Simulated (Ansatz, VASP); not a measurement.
# Two plane-wave programs on Be3H

```
Be H
1.0
     4.45805    0.00000    0.00000
    -2.22903    3.86079    0.00000
     0.00000    0.00000    4.09501
Be H
6 2
Direct
  0.03530 0.25000 0.15831
  0.75000 0.78530 0.15831
  0.21470 0.96470 0.15831
  0.78530 0.03530 0.84169
  0.25000 0.21470 0.84169
  0.96470 0.75000 0.84169
  0.33333 0.66667 0.04759
  0.66667 0.33333 0.95241
```

Alike in both runs: task relaxation of cell and atoms; functional PBE; k mesh 6 × 6 × 4; occupations gaussian, width 0.1 eV; no spin polarisation.

```csv
,VASP,Ansatz
version,VASP 6.6.1,Ansatz 0.2.0
potentials or method,"VASP PAW PBE potentials, release 64 (Be, H), cutoff 600 eV","scalar-relativistic, plane waves, PAW"
valence electrons in the cell,14,14
```

Ansatz gave:

| Property | Result |
| --- | --- |
| gap on the k mesh at the Fermi level, each at its own relaxed structure (eV) | none |
| relaxed volume (Å³/atom) | 7.56 |
| relaxed cell length with the largest relative difference (Å) | 4.415 |

**Question.** What did VASP give for the same quantities?

**Answer.** gap on the k mesh at the Fermi level, each at its own relaxed structure (eV): none; relaxed volume (Å³/atom): 7.38; relaxed cell length with the largest relative difference (Å): 4.367.

A gap of «none» marks a metal or a gap that the smearing closes.

The k mesh is coarse, so the values compare programs but aren't converged. Noted on VASP's run: the volume moved by over 15 % at a fixed basis, so the end points are rough.
